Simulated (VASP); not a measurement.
A run of VASP 6.6.1 is set up as follows.

File INCAR:

```
SYSTEM = Sn
ALGO = Normal
EDIFF = 1E-7
EDIFFG = -0.001
ENCUT = 600
GGA = PE
IBRION = 2
ISIF = 3
ISMEAR = -1
LASPH = .TRUE.
LCHARG = .FALSE.
LREAL = .FALSE.
LWAVE = .FALSE.
NELM = 60
NSW = 80
PREC = Accurate
PSTRESS = 150.0
SIGMA = 0.15
```

The input KPOINTS:

```
k-points
0
G
  12 12 12
  0 0 0
```

The input POSCAR:

```
Sn
1.0
    0.0000000000      3.1618651861      3.1618651861
    3.1618651861      0.0000000000      3.1618651861
    3.1618651861      3.1618651861      0.0000000000
Sn
2
Direct
    0.5000000000      0.5000000000      0.5000000000
    0.7500000000      0.7500000000      0.7500000000
```

Potentials or basis: VASP PAW PBE potentials, release 64 (Sn_d).

The run is started by

```bash
$ cat potpaw_PBE.64/Sn_d/POTCAR > POTCAR
$ mpirun -np 1 vasp_std > vasp.out
```

(1) What does it give for the space group after relaxing (to 0.1 Å)?

(2) Predict the relaxed volume.

(3) Estimate the relaxed cell.

## Answers

(1) Fd-3m (No. 227).

(2) 29.09 Å³/atom.

(3) a = 4.349 Å, b = 4.349 Å, c = 4.349 Å, α = 60.00°, β = 60.00°, γ = 60.00°.

Caveat: the cell is relaxed towards a set pressure, so the run minimises the enthalpy, not the energy.
